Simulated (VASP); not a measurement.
# PbS (Cmcm) in VASP: a series of runs

Aim: see how the results for PbS move with the level of theory and the settings. Levels: revPBE+D3(BJ), revPBE+D4, RPBE. Tasks: single point.

All numbers are computed with VASP 6.6.1; they aren't measurements. Logs are shortened: lines on timing, memory, paths and dates and some standing lists are left out, and cuts for length are marked.

## (1) The cell of the first run

It takes space group Cmcm (No. 63, orthorhombic). Conventional cell: a = 4.089 Å, b = 11.510 Å, c = 4.264 Å, α = 90.00°, β = 90.00°, γ = 90.00°. Pb (site symmetry m2m) has 5 S at 2.70 to 2.96 Å and 2 Pb at 3.59 Å within 3.6 Å. Within 3.6 Å of S (site symmetry m2m) lie 5 Pb at 2.70 to 2.96 Å.

## (2) Single point, revPBE+D3(BJ)

Input file INCAR:

```
PREC = Accurate
ENCUT = 520
EDIFF = 1E-6
ISMEAR = -1
SIGMA = 0.05
LREAL = F
LASPH = T
NELM = 80
ALGO = Normal
ISIF = 2
LWAVE = F
LCHARG = F
GGA = RE
IVDW = 12
NBANDS = 28
```

Input file KPOINTS:

```
Automatic mesh
0
Gamma
  7 7 6
```

Input file POSCAR:

```
PbS
1.0
    2.0445300059     -5.7551216131      0.0000000000
    2.0445300059      5.7551216131      0.0000000000
    0.0000000000      0.0000000000      4.2644010249
Pb S
2 2
Direct
    0.1254123283      0.8745876717      0.2500000000
    0.8745876717      0.1254123283      0.7500000000
    0.3600548913      0.6399451087      0.2500000000
    0.6399451087      0.3600548913      0.7500000000
```

Potentials or basis: VASP PAW PBE potentials, release 64 (Pb_d, S).

Run with:

```bash
$ cat potpaw_PBE.64/Pb_d/POTCAR potpaw_PBE.64/S/POTCAR > POTCAR
$ mpirun -np 1 vasp_std > vasp.out
```

OUTCAR:

```text
PREC = Accurate
   ENCUT = 520
   EDIFF = 1E-6
   ISMEAR = -1
   LREAL = F
   LASPH = T
   NELM = 80
   ISIF = 2
   GGA = RE
   IVDW = 12
 IVDW          = 12

 ion  position               nearest neighbor table
   1  0.125  0.875  0.250-   3 2.70   4 2.96   4 2.96   4 2.96   4 2.96   2 3.59   2 3.59   2 4.12
                             2 4.12   2 4.12   2 4.12
   2  0.875  0.125  0.750-   4 2.70   3 2.96   3 2.96   3 2.96   3 2.96   1 3.59   1 3.59   1 4.12
                             1 4.12   1 4.12   1 4.12
   3  0.360  0.640  0.250-   1 2.70   2 2.96   2 2.96   2 2.96   2 2.96
   4  0.640  0.360  0.750-   2 2.70   1 2.96   1 2.96   1 2.96   1 2.96

  LATTYP: Found a base centered orthorhombic cell.
 ALAT       =     4.0890600118
 B/A-ratio  =     2.8148873318
 C/A-ratio  =     1.0428805184

  Lattice vectors:

 A1 = (   2.0445300059,  -5.7551216131,   0.0000000000)
 A2 = (   2.0445300059,   5.7551216131,   0.0000000000)
 A3 = (   0.0000000000,   0.0000000000,   4.2644010249)

Analysis of symmetry for initial positions (statically):
=====================================================================
 Subroutine PRICEL returns:
 Original cell was already a primitive cell.

 Routine SETGRP: Setting up the symmetry group for a
 base centered orthorhombic supercell.

 Subroutine GETGRP returns: Found  8 space group operations
 (whereof  4 operations were pure point group operations)
 out of a pool of  8 trial point group operations.

The static configuration has the point symmetry C_2h.
 The point group associated with its full space group is D_2h.

Analysis of symmetry for dynamics (positions and initial velocities):
=====================================================================
 Subroutine PRICEL returns:
 Original cell was already a primitive cell.

 Routine SETGRP: Setting up the symmetry group for a
 base centered orthorhombic supercell.

 Subroutine GETGRP returns: Found  8 space group operations
 (whereof  4 operations were pure point group operations)
 out of a pool of  8 trial point group operations.

The dynamic configuration has the point symmetry C_2h.
 The point group associated with its full space group is D_2h.

 Subroutine INISYM returns: Found  8 space group operations
 (whereof  4 operations are pure point group operations),
 and found     1 'primitive' translations

----------------------------------------------------------------------------------------

                                     Primitive cell

  volume of cell :     100.3543

  direct lattice vectors                    reciprocal lattice vectors
     2.044530006 -5.755121613  0.000000000     0.244554983 -0.086879137  0.000000000
     2.044530006  5.755121613  0.000000000     0.244554983  0.086879137  0.000000000
     0.000000000  0.000000000  4.264401025     0.000000000  0.000000000  0.234499522

  length of vectors
     6.107497665  6.107497665  4.264401025     0.259528657  0.259528657  0.234499522

  position of ions in fractional coordinates (direct lattice)
     0.125412328  0.874587672  0.250000000
     0.874587672  0.125412328  0.750000000
     0.360054891  0.639945109  0.250000000
     0.639945109  0.360054891  0.750000000

  ion indices of the primitive-cell ions
   primitive index   ion index
                 1           1
                 2           2
                 3           3
                 4           4

----------------------------------------------------------------------------------------

 KPOINTS: Automatic mesh

Automatic generation of k-mesh.
 Grid dimensions read from file:
 generate k-points for:    7    7    6

 Generating k-lattice:

  Cartesian coordinates                     Fractional coordinates (reciprocal lattice)
     0.034936426 -0.012411305  0.000000000     0.142857143  0.000000000  0.000000000
     0.034936426  0.012411305  0.000000000     0.000000000  0.142857143  0.000000000
     0.000000000  0.000000000  0.039083254     0.000000000  0.000000000  0.166666667

  Length of vectors
     0.037075522  0.037075522  0.039083254

  Shift w.r.t. Gamma in fractional coordinates (k-lattice)
     0.000000000  0.000000000  0.000000000

 Subroutine IBZKPT returns following result:
 ===========================================

 Found     64 irreducible k-points:

 Following reciprocal coordinates:
            Coordinates               Weight
  0.000000  0.000000  0.000000      1.000000
  0.142857 -0.000000  0.000000      4.000000
  0.285714  0.000000  0.000000      4.000000
  0.428571  0.000000  0.000000      4.000000
  0.142857  0.142857  0.000000      2.000000
  0.285714  0.142857  0.000000      4.000000
[... 16 lines left out ...]
  0.428571  0.142857  0.166667      8.000000
 -0.428571  0.142857  0.166667      8.000000
 [... further k-points ...]
   k-points           NKPTS =     64   k-points in BZ     NKDIM =     64   number of bands    NBANDS=     28
   number of dos      NEDOS =    301   number of ions     NIONS =      4
   total plane-waves  NPLWV =  73728
   dimension x,y,z NGX =    48 NGY =   48 NGZ =   32
   dimension x,y,z NGXF=    96 NGYF=   96 NGZF=   64
   ions per type =               2   2
   NGX,Y,Z   is equivalent  to a cutoff of  13.07, 13.07, 12.48 a.u.
   NGXF,Y,Z  is equivalent  to a cutoff of  26.13, 26.13, 24.95 a.u.
 SYSTEM =  unknown system
   PREC   = accura    normal or accurate (medium, high low for compatibility)
   ISTART =      0    job   : 0-new  1-cont  2-samecut
   ICHARG =      2    charge: 1-file 2-atom 10-const
   ISPIN  =      1    spin polarized calculation?
   LNONCOLLINEAR =      F non collinear calculations
   LSORBIT =      F    spin-orbit coupling
   LASPH  =      T    aspherical Exc in radial PAW
   ENCUT  =  520.0 eV  38.22 Ry    6.18 a.u.  11.36 11.36  7.93*2*pi/ulx,y,z
   NELM   =     80;   NELMIN=  2; NELMDL= -5     # of ELM steps
   EDIFF  = 0.1E-05   stopping-criterion for ELM
   LREAL  =      F    real-space projection
   EDIFFG = 0.1E-04   stopping-criterion for IOM
   NSW    =      0    number of steps for IOM
   IBRION =     -1    ionic relax: 0-MD 1-quasi-New 2-CG
   NFREE  =      0    steps in history (QN), initial steepest desc. (CG)
   ISIF   =      2    stress and relaxation
   ISYM   =      2    0-nonsym 1-usesym 2-fastsym
   POTIM  = 0.5000    time-step for ionic-motion
   TEBEG  =    0.0;   TEEND  =   0.0 temperature during run
   PSTRESS=    0.0 pullay stress
   NELECT =      40.0000    total number of electrons
   NUPDOWN=      -1.0000    fix difference up-down
   EMIN   =  10.00;   EMAX   =-10.00  energy-range for DOS
   EFERMI =   0.00;   METHOD = LEGACY
   ISMEAR =    -1;   SIGMA  =   0.05  broadening in eV -4-tet -1-fermi 0-gaus
   EFERMI_NEDOS =   21; number of points for ismear=-14 and -15
   IALGO  =     38    algorithm
   IMIX   =      4    mixing-type and parameters
     AMIX     =   0.40;   BMIX     =  1.00
     AMIX_MAG =   1.60;   BMIX_MAG =  1.00
  volume/ion in A,a.u.               =      25.09       169.31
  Fermi-wavevector in a.u.,A,eV,Ry     =   1.204803  2.276748 19.749551  1.451551
  Thomas-Fermi vector in A             =   2.340518
   LORBIT       =      0    0 simple, 1 ext, 2 COOP (PROOUT), +10 PAW based schemes
   GGA     = RE    functional components
   LHFCALC =     F    Hartree Fock is set to
   AEXX    =    0.0000 exact exchange contribution
   IVDW    =    12    specifies the selected vdW correction
   LEPSILON=     F    determine dielectric tensor
   LRPA    =     F    only Hartree local field effects (RPA)
 non-spin polarized calculation
  energy-cutoff  :      520.00
  volume of cell :      100.35
 maximum number of plane-waves:      2732
 NGX is ok and might be reduce to    48
   NGX = 23   NGY = 23   NGZ = 15

 number of electron      40.0000007 magnetization

 Free energy of the ion-electron system (eV)
  ---------------------------------------------------
  ext. energy  EPLUGINS =         0.00000000
  ---------------------------------------------------
  free energy    TOTEN  =       -16.06130718 eV

  energy without entropy =      -16.06130699  energy(sigma->0) =      -16.06130709

 E-fermi :   6.3138     XC(G=0):  -9.7982

 val. band max:        5.6678338155   @ k =  -0.4286   0.4286   0.3333
 cond. band min:       6.9172002992   @ k =   0.4286   0.4286   0.0000
 fundamental gap:      1.2493664837
 Fermi energy:         6.3138303182

 k-point     1 :       0.0000    0.0000    0.0000
  band No.  band energies     occupation
      1     -10.8243      2.00000
      2     -10.7305      2.00000
      3     -10.7242      2.00000
      4     -10.6965      2.00000
      5     -10.6484      2.00000
      6     -10.6477      2.00000
[... 20 lines left out ...]
     27      12.0368      0.00000
     28      12.8936      0.00000

 k-point     2 :       0.1429   -0.0000    0.0000
  band No.  band energies     occupation
      1     -10.8105      2.00000
      2     -10.7277      2.00000
      3     -10.7164      2.00000
      4     -10.6846      2.00000
      5     -10.6590      2.00000
      6     -10.6501      2.00000
[... 20 lines left out ...]
     27      12.3757      0.00000
     28      13.0569      0.00000

 k-point     3 :       0.2857    0.0000    0.0000
  band No.  band energies     occupation
      1     -10.7770      2.00000
      2     -10.7218      2.00000
      3     -10.7030      2.00000
      4     -10.6788      2.00000
      5     -10.6697      2.00000
      6     -10.6580      2.00000
[... 20 lines left out ...]
     27      13.2642      0.00000
     28      13.5830      0.00000

 k-point     4 :       0.4286    0.0000    0.0000
  band No.  band energies     occupation
      1     -10.7416      2.00000
      2     -10.7176      2.00000
      3     -10.7050      2.00000
      4     -10.6953      2.00000
      5     -10.6777      2.00000
      6     -10.6622      2.00000
[... 578 lines left out ...]
     27      12.6122      0.00000
     28      14.2017      0.00000

 k-point    23 :       0.4286    0.1429    0.1667
  band No.  band energies     occupation
      1     -10.7497      2.00000
      2     -10.7375      2.00000
      3     -10.7216      2.00000
      4     -10.6830      2.00000
      5     -10.6734      2.00000
      6     -10.6629      2.00000
[... 20 lines left out ...]
     27      13.0722      0.00000
     28      13.9427      0.00000

 k-point    24 :      -0.4286    0.1429    0.1667
  band No.  band energies     occupation
      1     -10.7693      2.00000
      2     -10.7221      2.00000
      3     -10.7116      2.00000
      4     -10.6843      2.00000
      5     -10.6667      2.00000
      6     -10.6637      2.00000
[... 20 lines left out ...]
     27      13.4502      0.00000
     28      14.0014      0.00000

 [... further k-points ...]

------------------------ aborting loop because EDIFF is reached ----------------------------------------

 Edisp (eV)   -2.73147

 E8    (eV) :    -1.9317

  FORCE on cell =-STRESS in cart. coord.  units (eV):
  Direction    XX          YY          ZZ          XY          YZ          ZX
  --------------------------------------------------------------------------------------
  -------------------------------------------------------------------------------------
  Total      -0.04875    -0.03729    -0.05370     0.00000     0.00000     0.00000
  in kB      -0.77831    -0.59537    -0.85726     0.00000     0.00000     0.00000
  external pressure =       -0.74 kB  Pullay stress =        0.00 kB

 VOLUME and BASIS-vectors are now :
 -----------------------------------------------------------------------------
  energy-cutoff  :      520.00
  volume of cell :      100.35
      direct lattice vectors                 reciprocal lattice vectors
     2.044530006 -5.755121613  0.000000000     0.244554983 -0.086879137  0.000000000
     2.044530006  5.755121613  0.000000000     0.244554983  0.086879137  0.000000000
     0.000000000  0.000000000  4.264401025     0.000000000  0.000000000  0.234499522

 POSITION                                       TOTAL-FORCE (eV/Angst)
 -----------------------------------------------------------------------------------
      2.04453      4.31160      1.06610         0.000000      0.003515     -0.000000
      2.04453     -4.31160      3.19830         0.000000     -0.003515     -0.000000
      2.04453      1.61080      1.06610         0.000000     -0.009024      0.000000
      2.04453     -1.61080      3.19830         0.000000      0.009024      0.000000
 -----------------------------------------------------------------------------------
    total drift:                               -0.000000     -0.000000      0.000000

  FREE ENERGIE OF THE ION-ELECTRON SYSTEM (eV)
  ---------------------------------------------------
  free  energy   TOTEN  =       -18.7927738562 eV

  energy  without entropy=      -18.7927736612  energy(sigma->0) =      -18.79277376
```

Run time: 2.4 min. Hardware: 1 thread of AMD EPYC 9R45 (Zen 5), shared host; peak memory 0.32 GiB.

What came out:

```
Free energy                : -18.7928 eV
Pressure                   : -0.1 GPa
Largest force              : 0.009 eV/Å
Band gap on the k mesh     : 1.25 eV, indirect (least direct gap 1.36 eV)
Dispersion energy per atom : -0.683 eV
```

Forces in eV/Å, atoms in the order of the input:
```
Pb   0.000  0.004  0.000
Pb   0.000 -0.004  0.000
S    0.000 -0.009  0.000
S    0.000  0.009  0.000
```

Levels at points of the mesh, in eV from the valence-band top:
```tsv
k point	band 16	band 17	band 18	band 19	band 20	band 21	band 22	band 23	band 24	band 25
(0.00, 0.00, 0.00)	-3.19	-2.35	-1.83	-1.58	-0.65	4.63	4.76	5.04	5.54	6.12
(0.00, 0.00, 0.50)	-2.99	-1.15	-1.15	-0.02	-0.02	1.85	1.85	2.80	2.80	5.27
```

Caveat: the PAW data sets were made with another functional, which shifts forces and pressure a little; spin-orbit coupling is left out, which moves the levels of the heavy elements.

(Part 1 of 2 ends here.)
